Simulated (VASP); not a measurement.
AlGa3N4: single point with LDA

The system is AlGa3N4.

```
Al Ga N
1.0
     4.42702    0.00000    0.00000
     0.00000    4.42702    0.00000
     0.00000    0.00000    4.42702
Al Ga N
1 3 4
Direct
  0.00000 0.00000 0.00000
  0.50000 0.50000 0.00000
  0.50000 0.00000 0.50000
  0.00000 0.50000 0.50000
  0.75481 0.75481 0.24519
  0.75481 0.24519 0.75481
  0.24519 0.75481 0.75481
  0.24519 0.24519 0.24519
```

| Property | Result |
| --- | --- |
| Program | VASP 6.6.1 |
| Task | single point |
| Functional | LDA |
| Potentials or basis | VASP PAW LDA potentials, release 64 (Al, Ga_d, N_h) |
| Cutoff | 910 eV |
| k mesh | 6 × 6 × 6 |
| Occupations | gaussian, width 0.02 eV |
| Spin | no spin polarisation |

```
Pressure               : 0.8 GPa
Largest force          : 0.030 eV/Å
Band gap on the k mesh : 2.57 eV
```

Forces on the atoms (eV/Å):
```
Al   0.000  0.000  0.000
Ga   0.000  0.000  0.000
Ga   0.000  0.000  0.000
Ga   0.000  0.000  0.000
N    0.017  0.017 -0.017
N    0.017 -0.017  0.017
N   -0.017  0.017  0.017
N   -0.017 -0.017 -0.017
```

Levels at points of the mesh, in eV from the valence-band top:
```tsv
k point	band 29	band 30	band 31	band 32	band 33	band 34
(0.00, 0.00, 0.00)	0.00	0.00	0.00	2.57	3.37	3.37
(0.50, 0.00, 0.00)	-1.54	-1.24	-1.24	4.98	5.07	6.20
(0.50, 0.50, 0.00)	-0.97	-0.97	-0.66	6.85	7.03	7.03
(0.50, 0.50, 0.50)	-0.71	-0.71	-0.71	5.12	5.12	5.12
```

Run time: 71 s on 1 thread of Intel(R) Xeon(R) 6975P-C (Granite Rapids), on a shared host, peak memory 0.35 GiB.

Caveat: the cutoff is under 1.25 times the usual one of these potentials, so pressure, stress and relaxed cells hold a basis-set (Pulay) error.
